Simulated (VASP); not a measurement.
Write the native input for VASP 6.6.1 that does the following.

* Task: single point
* Functional: PBE
* Potentials or basis: VASP PAW PBE potentials, release 64 (V_sv)
* Cutoff: 500 eV
* k mesh: 18 × 18 × 18
* Occupations: gaussian, width 0.05 eV
* Spin: non-collinear spin, typed start, spin-orbit coupling
* Starting moments: [[0.0, 0.0, 0.05]] μB
* Dipole correction: no
* Further INCAR settings: ALGO = Normal; EDIFF = 1e-06; NBANDS = 24

The structure of V lies in POSCAR:

```
V
1.0
    0.0000000000      1.9074421042      1.9074421042
    1.9074421042      0.0000000000      1.9074421042
    1.9074421042      1.9074421042      0.0000000000
V
1
Direct
    0.0000000000      0.0000000000      0.0000000000
```

This isn't the form of V at room conditions, which is bcc.

The input as run:

INCAR

```
PREC = Accurate ; ENCUT = 500
EDIFF = 1E-6 ; ISMEAR = 0
SIGMA = 0.05 ; LREAL = F
LASPH = T ; NELM = 200
ALGO = Normal ; ISIF = 2
LWAVE = F ; LCHARG = F
MAGMOM = 0 0 0.05 ; LORBIT = 11
LSORBIT = T ; GGA_COMPAT = F
LORBMOM = T ; LMAXMIX = 4
GGA = PE ; NBANDS = 24
```

KPOINTS

```
regular mesh
0
Gamma
  18 18 18
```

Potentials or basis: VASP PAW PBE potentials, release 64 (V_sv).

Command:

```sh
$ cat potpaw_PBE.64/V_sv/POTCAR > POTCAR
$ mpirun -np 1 vasp_ncl > vasp.out
```

It gave:

- Pressure: 0.2 GPa
- Net moment: 0.00 μB per cell
- Valence electrons inside the program's atomic spheres: V 11.59

It took 3.7 min on 1 thread of Oxide Virtual Turin-like Processor, with other jobs on the host, peak memory 0.39 GiB.
